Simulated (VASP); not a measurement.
Write the native input for VASP 6.6.1 that does the following.

| Property | Result |
| --- | --- |
| Task | single point |
| Functional | PBE |
| Potentials or basis | VASP PAW PBE potentials, release 64 (Ge_d, Cl) |
| Cutoff | 520 eV |
| k mesh | 7 × 5 × 1 |
| Occupations | gaussian, width 0.1 eV |
| Spin | no spin polarisation |
| Dipole correction | yes |
| Further INCAR settings | ALGO = Normal; EDIFF = 1e-06; NBANDS = 54 |

The structure of Ge6Cl lies in POSCAR:

```
Ge6Cl
1.0
    4.0740542216      0.0000000000      0.0000000000
    0.0000000000      5.7615827340      0.0000000000
    0.0000000000      0.0000000000     19.5242196567
Ge Cl
6 1
Direct
    0.5000000000      0.0000000000      0.2048737450
    0.0000000000      0.2500000000      0.2048737450
    0.0000000000      0.5005156580      0.3087424243
    0.5000000000      0.7494843420      0.3087424243
    0.5000000000      0.0069199668      0.4109879830
    0.0000000000      0.2430800332      0.4109879830
    0.5000000000      0.8402533001      0.5128000742
```

The input as run:

INCAR

```
SYSTEM = Ge6Cl
ALGO = Normal
DIPOL = 0.5 0.5 0.337
EDIFF = 1E-6
ENCUT = 520
GGA = PE
IDIPOL = 3
ISIF = 2
ISMEAR = 0
LASPH = .TRUE.
LCHARG = .TRUE.
LDIPOL = .TRUE.
LELF = .TRUE.
LREAL = .FALSE.
LVACPOTAV = .TRUE.
LVHAR = .TRUE.
LWAVE = .FALSE.
NBANDS = 54
NELM = 80
PREC = Accurate
SIGMA = 0.1
```

KPOINTS

```
k-points
0
G
  7 5 1
  0 0 0
```

Potentials or basis: VASP PAW PBE potentials, release 64 (Ge_d, Cl).

The run is started by

```sh
$ cat potpaw_PBE.64/Ge_d/POTCAR potpaw_PBE.64/Cl/POTCAR > POTCAR
$ mpirun -np 1 vasp_std > vasp.out
```

It gave:

```json
{
 "Largest force": "0.646 eV/Å",
 "Band gap on the k mesh": "zero (an odd number of electrons rules out a gap without spin polarisation)"
}
```

Caveat: an odd number of electrons without spin polarisation forces a metal; a magnetic or distorted state may lie lower.

Wall time 6.1 min on 1 thread of Intel(R) Xeon(R) 6975P-C (Granite Rapids) (shared host), peak memory 0.62 GiB.
